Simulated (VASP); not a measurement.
# Ir4W (Pm-3m) in VASP: single point with PBE

Aim: the single point of Ir4W with PBE.

Program: VASP 6.6.1. These are calculated values, not measurements. Logs are shortened: lines on timing, memory, paths and dates and some standing lists are left out, and cuts for length are marked.

## (1) The cell of the first run

The structure is cubic, space group Pm-3m (No. 221). The conventional cell has a = 4.255 Å, b = 4.255 Å, c = 4.255 Å, α = 90.00°, β = 90.00°, γ = 90.00°. Within 2.8 Å of Ir (site symmetry 4/mmm) lie 2 Ir at 2.13 Å. Within 2.8 Å of Ir (site symmetry m-3m) lie 6 Ir at 2.13 Å. W (site symmetry m-3m) has 20 Ir at 3.01 to 3.69 Å within 4.0 Å.

## (2) Single point, PBE

Input file INCAR:

```
SYSTEM = Ir4W
  PREC = Accurate
  ENCUT = 520
  EDIFF = 1E-6
  ISMEAR = 0
  SIGMA = 0.1
  LREAL = .FALSE.
  LASPH = .TRUE.
  NELM = 100
  ALGO = Normal
  ISIF = 2
  LWAVE = .FALSE.
  LCHARG = .FALSE.
  GGA = PE
  NBANDS = 33
```

Input file KPOINTS:

```
regular mesh
0
G
  4 4 4
  0 0 0
```

Input file POSCAR:

```
Ir4W
1.0
    4.2550929800      0.0000000000      0.0000000000
    0.0000000000      4.2550929800      0.0000000000
    0.0000000000      0.0000000000      4.2550929800
Ir W
4 1
Direct
    0.0000000000      0.5000000000      0.5000000000
    0.5000000000      0.0000000000      0.5000000000
    0.5000000000      0.5000000000      0.0000000000
    0.5000000000      0.5000000000      0.5000000000
    0.0000000000      0.0000000000      0.0000000000
```

Potentials or basis: VASP PAW PBE potentials, release 64 (Ir, W_sv).

Command:

```console
$ cat potpaw_PBE.64/Ir/POTCAR potpaw_PBE.64/W_sv/POTCAR > POTCAR
$ mpirun -np 1 vasp_std > vasp.out
```

OUTCAR:

```text
SYSTEM = Ir4W
   PREC = Accurate
   ENCUT = 520
   EDIFF = 1E-6
   ISMEAR = 0
   LREAL = .FALSE.
   LASPH = .TRUE.
   NELM = 100
   ISIF = 2
   GGA = PE

 ion  position               nearest neighbor table
   1  0.000  0.500  0.500-   4 2.13   4 2.13   2 3.01   5 3.01   3 3.01   5 3.01   2 3.01   5 3.01
                             5 3.01   2 3.01   3 3.01   3 3.01   3 3.01   2 3.01
   2  0.500  0.000  0.500-   4 2.13   4 2.13   1 3.01   5 3.01   3 3.01   5 3.01   1 3.01   3 3.01
                             3 3.01   3 3.01   1 3.01   5 3.01   5 3.01   1 3.01
   3  0.500  0.500  0.000-   4 2.13   4 2.13   1 3.01   5 3.01   1 3.01   2 3.01   2 3.01   2 3.01
                             5 3.01   2 3.01   1 3.01   5 3.01   1 3.01   5 3.01
   4  0.500  0.500  0.500-   1 2.13   2 2.13   3 2.13   3 2.13   2 2.13   1 2.13
   5  0.000  0.000  0.000-   1 3.01   2 3.01   3 3.01   1 3.01   2 3.01   1 3.01   3 3.01   1 3.01
                             2 3.01   3 3.01   2 3.01   3 3.01

  LATTYP: Found a simple cubic cell.
 ALAT       =     4.2550929800

  Lattice vectors:

 A1 = (   4.2550929800,   0.0000000000,   0.0000000000)
 A2 = (   0.0000000000,   4.2550929800,   0.0000000000)
 A3 = (   0.0000000000,   0.0000000000,   4.2550929800)

Analysis of symmetry for initial positions (statically):
=====================================================================
 Subroutine PRICEL returns:
 Original cell was already a primitive cell.

 Routine SETGRP: Setting up the symmetry group for a
 simple cubic supercell.

 Subroutine GETGRP returns: Found 48 space group operations
 (whereof 48 operations were pure point group operations)
 out of a pool of 48 trial point group operations.

The static configuration has the point symmetry O_h .

Analysis of symmetry for dynamics (positions and initial velocities):
=====================================================================
 Subroutine PRICEL returns:
 Original cell was already a primitive cell.

 Routine SETGRP: Setting up the symmetry group for a
 simple cubic supercell.

 Subroutine GETGRP returns: Found 48 space group operations
 (whereof 48 operations were pure point group operations)
 out of a pool of 48 trial point group operations.

The dynamic configuration has the point symmetry O_h .

 Subroutine INISYM returns: Found 48 space group operations
 (whereof 48 operations are pure point group operations),
 and found     1 'primitive' translations

----------------------------------------------------------------------------------------

                                     Primitive cell

  volume of cell :      77.0419

  direct lattice vectors                    reciprocal lattice vectors
     4.255092980  0.000000000  0.000000000     0.235012491  0.000000000  0.000000000
     0.000000000  4.255092980  0.000000000     0.000000000  0.235012491  0.000000000
     0.000000000  0.000000000  4.255092980     0.000000000  0.000000000  0.235012491

  length of vectors
     4.255092980  4.255092980  4.255092980     0.235012491  0.235012491  0.235012491

  position of ions in fractional coordinates (direct lattice)
     0.000000000  0.500000000  0.500000000
     0.500000000  0.000000000  0.500000000
     0.500000000  0.500000000  0.000000000
     0.500000000  0.500000000  0.500000000
     0.000000000  0.000000000  0.000000000

  ion indices of the primitive-cell ions
   primitive index   ion index
                 1           1
                 2           2
                 3           3
                 4           4
                 5           5

----------------------------------------------------------------------------------------

 KPOINTS: regular mesh

Automatic generation of k-mesh.
 Grid dimensions read from file:
 generate k-points for:    4    4    4

 Generating k-lattice:

  Cartesian coordinates                     Fractional coordinates (reciprocal lattice)
     0.058753123  0.000000000  0.000000000     0.250000000  0.000000000  0.000000000
     0.000000000  0.058753123  0.000000000     0.000000000  0.250000000  0.000000000
     0.000000000  0.000000000  0.058753123     0.000000000  0.000000000  0.250000000

  Length of vectors
     0.058753123  0.058753123  0.058753123

  Shift w.r.t. Gamma in fractional coordinates (k-lattice)
     0.000000000  0.000000000  0.000000000

 Subroutine IBZKPT returns following result:
 ===========================================

 Found     10 irreducible k-points:

 Following reciprocal coordinates:
            Coordinates               Weight
  0.000000  0.000000  0.000000      1.000000
  0.250000  0.000000  0.000000      6.000000
  0.500000  0.000000  0.000000      3.000000
  0.250000  0.250000  0.000000     12.000000
  0.500000  0.250000  0.000000     12.000000
  0.500000  0.500000  0.000000      3.000000
  0.250000  0.250000  0.250000      8.000000
  0.500000  0.250000  0.250000     12.000000
  0.500000  0.500000  0.250000      6.000000
  0.500000  0.500000  0.500000      1.000000
   k-points           NKPTS =     10   k-points in BZ     NKDIM =     10   number of bands    NBANDS=     33
   number of dos      NEDOS =    301   number of ions     NIONS =      5
   total plane-waves  NPLWV =  32768
   dimension x,y,z NGX =    32 NGY =   32 NGZ =   32
   dimension x,y,z NGXF=    64 NGYF=   64 NGZF=   64
   ions per type =               4   1
   NGX,Y,Z   is equivalent  to a cutoff of  12.50, 12.50, 12.50 a.u.
   NGXF,Y,Z  is equivalent  to a cutoff of  25.00, 25.00, 25.00 a.u.
 SYSTEM =  Ir4W
   PREC   = accura    normal or accurate (medium, high low for compatibility)
   ISTART =      0    job   : 0-new  1-cont  2-samecut
   ICHARG =      2    charge: 1-file 2-atom 10-const
   ISPIN  =      1    spin polarized calculation?
   LNONCOLLINEAR =      F non collinear calculations
   LSORBIT =      F    spin-orbit coupling
   LASPH  =      T    aspherical Exc in radial PAW
   ENCUT  =  520.0 eV  38.22 Ry    6.18 a.u.   7.91  7.91  7.91*2*pi/ulx,y,z
   NELM   =    100;   NELMIN=  2; NELMDL= -5     # of ELM steps
   EDIFF  = 0.1E-05   stopping-criterion for ELM
   LREAL  =      F    real-space projection
   EDIFFG = 0.1E-04   stopping-criterion for IOM
   NSW    =      0    number of steps for IOM
   IBRION =     -1    ionic relax: 0-MD 1-quasi-New 2-CG
   NFREE  =      0    steps in history (QN), initial steepest desc. (CG)
   ISIF   =      2    stress and relaxation
   ISYM   =      2    0-nonsym 1-usesym 2-fastsym
   POTIM  = 0.5000    time-step for ionic-motion
   TEBEG  =    0.0;   TEEND  =   0.0 temperature during run
   PSTRESS=    0.0 pullay stress
   NELECT =      50.0000    total number of electrons
   NUPDOWN=      -1.0000    fix difference up-down
   EMIN   =  10.00;   EMAX   =-10.00  energy-range for DOS
   EFERMI =   0.00;   METHOD = LEGACY
   ISMEAR =     0;   SIGMA  =   0.10  broadening in eV -4-tet -1-fermi 0-gaus
   EFERMI_NEDOS =   21; number of points for ismear=-14 and -15
   IALGO  =     38    algorithm
   IMIX   =      4    mixing-type and parameters
     AMIX     =   0.40;   BMIX     =  1.00
     AMIX_MAG =   1.60;   BMIX_MAG =  1.00
  volume/ion in A,a.u.               =      15.41       103.98
  Fermi-wavevector in a.u.,A,eV,Ry     =   1.417389  2.678477 27.333997  2.008992
  Thomas-Fermi vector in A             =   2.538624
   LORBIT       =      0    0 simple, 1 ext, 2 COOP (PROOUT), +10 PAW based schemes
   GGA     = PE    functional components
   LHFCALC =     F    Hartree Fock is set to
   AEXX    =    0.0000 exact exchange contribution
   IVDW    =     0    specifies the selected vdW correction
   LEPSILON=     F    determine dielectric tensor
   LRPA    =     F    only Hartree local field effects (RPA)
 non-spin polarized calculation
 Gauss-broadening in eV      SIGMA  =   0.10
  energy-cutoff  :      520.00
  volume of cell :       77.04
 maximum number of plane-waves:      2103
 NGX is ok and might be reduce to    32
   NGX = 15   NGY = 15   NGZ = 15

 number of electron      50.0000011 magnetization

 Free energy of the ion-electron system (eV)
  ---------------------------------------------------
  ext. energy  EPLUGINS =         0.00000000
  ---------------------------------------------------
  free energy    TOTEN  =       -31.45772223 eV

  energy without entropy =      -31.42332628  energy(sigma->0) =      -31.44052425

 E-fermi :  10.1468     XC(G=0): -13.3018

 val. band max:       10.0499979666   @ k =   0.2500   0.0000   0.0000
 cond. band min:      10.1682786275   @ k =   0.5000   0.5000   0.2500
 fundamental gap:      0.1182806609
 Fermi energy:        10.1468299727

 k-point     1 :       0.0000    0.0000    0.0000
  band No.  band energies     occupation
      1     -64.6730      2.00000
      2     -28.7792      2.00000
      3     -28.7792      2.00000
      4     -28.7792      2.00000
      5      -1.0526      2.00000
      6      -0.5099      2.00000
[... 25 lines left out ...]
     32      13.4561      0.00000
     33      13.4561      0.00000

 k-point     2 :       0.2500    0.0000    0.0000
  band No.  band energies     occupation
      1     -64.6730      2.00000
      2     -28.7835      2.00000
      3     -28.7797      2.00000
      4     -28.7797      2.00000
      5      -0.6890      2.00000
      6      -0.4861      2.00000
[... 25 lines left out ...]
     32      13.7427      0.00000
     33      13.7427      0.00000

 k-point     3 :       0.5000    0.0000    0.0000
  band No.  band energies     occupation
      1     -64.6729      2.00000
      2     -28.7878      2.00000
      3     -28.7802      2.00000
      4     -28.7802      2.00000
      5      -0.4630      2.00000
      6      -0.4544      2.00000
[... 25 lines left out ...]
     32      15.9334      0.00000
     33      16.2092      0.00000

 k-point     4 :       0.2500    0.2500    0.0000
  band No.  band energies     occupation
      1     -64.6729      2.00000
      2     -28.7840      2.00000
      3     -28.7826      2.00000
      4     -28.7802      2.00000
      5      -0.4961      2.00000
      6       0.6422      2.00000
[... 25 lines left out ...]
     32      12.9731      0.00000
     33      15.0182      0.00000

 k-point     5 :       0.5000    0.2500    0.0000
  band No.  band energies     occupation
      1     -64.6729      2.00000
      2     -28.7868      2.00000
      3     -28.7830      2.00000
      4     -28.7807      2.00000
      5      -0.4086      2.00000
      6       0.7074      2.00000
[... 25 lines left out ...]
     32      13.1848      0.00000
     33      13.6236      0.00000

 k-point     6 :       0.5000    0.5000    0.0000
  band No.  band energies     occupation
      1     -64.6728      2.00000
      2     -28.7858      2.00000
      3     -28.7858      2.00000
      4     -28.7811      2.00000
      5      -0.3585      2.00000
      6       1.4863      2.00000
[... 25 lines left out ...]
     32      12.6521      0.00000
     33      13.3792      0.00000

 k-point     7 :       0.2500    0.2500    0.2500
  band No.  band energies     occupation
      1     -64.6729      2.00000
      2     -28.7844      2.00000
      3     -28.7823      2.00000
      4     -28.7823      2.00000
      5       0.8803      2.00000
      6       1.0817      2.00000
[... 25 lines left out ...]
     32      12.8515      0.00000
     33      13.2134      0.00000

 k-point     8 :       0.5000    0.2500    0.2500
  band No.  band energies     occupation
      1     -64.6728      2.00000
      2     -28.7858      2.00000
      3     -28.7835      2.00000
      4     -28.7821      2.00000
      5       1.0675      2.00000
      6       1.1634      2.00000
[... 25 lines left out ...]
     32      13.7865      0.00000
     33      14.1555      0.00000

 k-point     9 :       0.5000    0.5000    0.2500
  band No.  band energies     occupation
      1     -64.6729      2.00000
      2     -28.7848      2.00000
      3     -28.7848      2.00000
      4     -28.7825      2.00000
      5       1.2706      2.00000
      6       2.0806      2.00000
[... 25 lines left out ...]
     32      12.5343      0.00000
     33      12.6144      0.00000

 k-point    10 :       0.5000    0.5000    0.5000
  band No.  band energies     occupation
      1     -64.6728      2.00000
      2     -28.7838      2.00000
      3     -28.7838      2.00000
      4     -28.7838      2.00000
      5       3.0063      2.00000
      6       3.0063      2.00000
[... 25 lines left out ...]
     32      11.6419      0.00000
     33      11.6419      0.00000

------------------------ aborting loop because EDIFF is reached ----------------------------------------

  FORCE on cell =-STRESS in cart. coord.  units (eV):
  Direction    XX          YY          ZZ          XY          YZ          ZX
  --------------------------------------------------------------------------------------
  -------------------------------------------------------------------------------------
  Total       42.9346749     42.9346749     42.9346749     -0.0000000      0.0000000      0.0000000
  in kB      892.8769204    892.8769204    892.8769204     -0.0000000      0.0000000      0.0000000
  external PRESSURE =     892.8769204 kB  Pullay stress =       0.0000000 kB

 VOLUME and BASIS-vectors are now :
 -----------------------------------------------------------------------------
  energy-cutoff  :      520.00
  volume of cell :       77.04
      direct lattice vectors                 reciprocal lattice vectors
     4.255092980  0.000000000  0.000000000     0.235012491  0.000000000  0.000000000
     0.000000000  4.255092980  0.000000000     0.000000000  0.235012491  0.000000000
     0.000000000  0.000000000  4.255092980     0.000000000  0.000000000  0.235012491

 POSITION                                       TOTAL-FORCE (eV/Angst)
 -----------------------------------------------------------------------------------
      0.00000      2.12755      2.12755         0.000000      0.000000      0.000000
      2.12755      0.00000      2.12755         0.000000      0.000000      0.000000
      2.12755      2.12755      0.00000         0.000000      0.000000      0.000000
      2.12755      2.12755      2.12755         0.000000      0.000000      0.000000
      0.00000      0.00000      0.00000         0.000000      0.000000      0.000000
 -----------------------------------------------------------------------------------
    total drift:                                0.000000     -0.000000     -0.000000

  FREE ENERGIE OF THE ION-ELECTRON SYSTEM (eV)
  ---------------------------------------------------
  free  energy   TOTEN  =       -31.4577222336 eV

  energy  without entropy=      -31.4233262751  energy(sigma->0) =      -31.44052425
```

It took 12 s on 1 thread of Intel Xeon 6975P-C (Granite Rapids), shared host; peak memory 0.18 GiB.

What came out:

* Free energy: -31.4577 eV
* Pressure: 89.3 GPa
* Band gap on the k mesh: zero (band 25 reaches 10.57 eV, above the bottom of band 26 at 9.36 eV)

Caveat: the k points lie up to 0.37 Å⁻¹ apart; spin-orbit coupling is left out, which moves the levels of the heavy elements.
